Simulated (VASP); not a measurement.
Write the native input for VASP 6.6.1 that does the following.

| Quantity | Value |
| --- | --- |
| Task | single point |
| Functional | LDA |
| Potentials or basis | VASP PAW LDA potentials, release 64 (Bi_d) |
| Cutoff | 520 eV |
| k mesh | 12 × 12 × 12 |
| Occupations | gaussian, width 0.05 eV |
| Spin | no spin polarisation |
| Dipole correction | no |
| Further INCAR settings | ALGO = Normal; EDIFF = 1e-07; NBANDS = 14 |

The structure of Bi lies in POSCAR:

```
Bi
1.0
   -2.0202919770      2.0202919770      2.0202919770
    2.0202919770     -2.0202919770      2.0202919770
    2.0202919770      2.0202919770     -2.0202919770
Bi
1
Direct
    0.0000000000      0.0000000000      0.0000000000
```

These files were run (other wordings do the same):

INCAR

```
SYSTEM = Bi
  PREC = Accurate
  ENCUT = 520
  EDIFF = 1E-7
  ISMEAR = 0
  SIGMA = 0.05
  LREAL = .False.
  LASPH = .True.
  NELM = 100
  ALGO = Normal
  ISIF = 2
  LWAVE = .False.
  LCHARG = .False.
  NBANDS = 14
```

KPOINTS

```
Automatic mesh
0
Gamma
  12 12 12
  0 0 0
```

Potentials or basis: VASP PAW LDA potentials, release 64 (Bi_d).

The run is started by

```console
$ cat potpaw_LDA.64/Bi_d/POTCAR > POTCAR
$ mpirun -np 1 vasp_std > vasp.out
```

Results of the run:

- Pressure: -5.9 GPa

Run time: 24 s on 1 thread of Intel(R) Xeon(R) Platinum 8375C CPU @ 2.90GHz (Ice Lake), on a shared host, peak memory 0.15 GiB.
